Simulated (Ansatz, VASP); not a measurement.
**SrO in VASP and in Ansatz**

```
CELL_PARAMETERS angstrom
0.00000 2.56630 2.56630
2.56630 0.00000 2.56630
2.56630 2.56630 0.00000
ATOMIC_POSITIONS crystal
Sr 0.50000 0.50000 0.50000
O 0.00000 0.00000 0.00000
```

Alike in both runs: task single point; functional LDA; k mesh 7 × 7 × 7; occupations gaussian, width 0.01 eV; non-collinear spin, spin-orbit coupling.

```csv
,VASP,Ansatz
version,VASP 6.6.1,Ansatz 0.2.0
potentials or method,"VASP PAW LDA potentials, release 64 (Sr_sv, O), cutoff 520 eV","all-electron LAPW, relativistic spinors"
```

Ansatz gave:

```
pressure (GPa)           : -3.8
net moment per atom (μB) : 0.00
```

Task: Estimate VASP's values.

Result: Pressure (GPa): -3.1; net moment per atom (μB): 0.00.

LDA's correlation is that of Perdew and Zunger in VASP and of Perdew and Wang (1992) in Ansatz. Ansatz ran all-electron here, and VASP with PAW potentials.
